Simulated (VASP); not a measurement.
Wanted: the native input for a VASP 6.6.1 run.

- Task: single point
- Functional: PBE
- Potentials or basis: VASP PAW PBE potentials, release 64 (N, As, B)
- Cutoff: 520 eV
- k mesh: 8 × 8 × 8
- Occupations: gaussian, width 0.0316 eV
- Spin: no spin polarisation
- Dipole correction: no
- k mesh for the DOS: 12 × 12 × 12
- Occupations for the DOS: tetrahedron
- Further INCAR settings: ALGO = Normal; EDIFF = 1e-06

BAsN4:

```
CELL_PARAMETERS angstrom
0.00000 4.46325 0.00000
4.46325 0.00000 0.00000
2.23163 2.23163 -3.40503
ATOMIC_POSITIONS crystal
N 0.40589 0.29022 0.73524
N 0.70978 0.14113 0.26476
N 0.85887 0.97454 0.73524
N 0.02546 0.59411 0.26476
As 0.00000 0.00000 0.00000
B 0.75000 0.25000 0.50000
```

These files were run (other wordings do the same):

POSCAR

```
BAsN4
1.0
    0.0000000000      4.4632520000      0.0000000000
    4.4632520000      0.0000000000      0.0000000000
    2.2316260000      2.2316260000     -3.4050270000
N As B
4 1 1
Direct
    0.4058900000      0.2902200000      0.7352400000
    0.7097800000      0.1411300000      0.2647600000
    0.8588700000      0.9745400000      0.7352400000
    0.0254600000      0.5941100000      0.2647600000
    0.0000000000      0.0000000000      0.0000000000
    0.7500000000      0.2500000000      0.5000000000
```

INCAR.step1

```
SYSTEM = BAsN4
PREC = Accurate ; ENCUT = 520
EDIFF = 1E-6 ; ISMEAR = 0
SIGMA = 0.0316 ; LREAL = .FALSE.
LASPH = .TRUE. ; NELM = 60
ALGO = Normal ; ISIF = 2
LWAVE = .FALSE. ; LCHARG = .TRUE.
GGA = PE ; NBANDS = 23
```

KPOINTS.step1

```
regular mesh
0
G
  8 8 8
  0 0 0
```

INCAR.step2

```
SYSTEM = BAsN4
PREC = Accurate ; ENCUT = 520
EDIFF = 1E-6 ; ISMEAR = -5
SIGMA = 0.0316 ; LREAL = .FALSE.
LASPH = .TRUE. ; NELM = 60
ALGO = Normal ; ISIF = 2
LWAVE = .FALSE. ; LCHARG = .FALSE.
GGA = PE ; LORBIT = 11
NEDOS = 1001 ; ICHARG = 11
```

KPOINTS.step2

```
regular mesh
0
G
  12 12 12
  0 0 0
```

Potentials or basis: VASP PAW PBE potentials, release 64 (N, As, B).

Launch:

```console
$ cat potpaw_PBE.64/N/POTCAR potpaw_PBE.64/As/POTCAR potpaw_PBE.64/B/POTCAR > POTCAR
$ cp INCAR.step1 INCAR
$ cp KPOINTS.step1 KPOINTS
$ mpirun -np 1 vasp_std > vasp.out
$ cp INCAR.step2 INCAR
$ cp KPOINTS.step2 KPOINTS
$ mpirun -np 1 vasp_std > vasp.out
```

It gave:

```yaml
Valence_electrons_inside_the_program's_atomic_spheres: N 3.77; As 3.36; B 2.27
```

Run time: 3.2 min on 1 thread of Intel(R) Xeon(R) Platinum 8259CL CPU @ 2.50GHz (Skylake/Cascade Lake), on a shared host, peak memory 0.41 GiB.
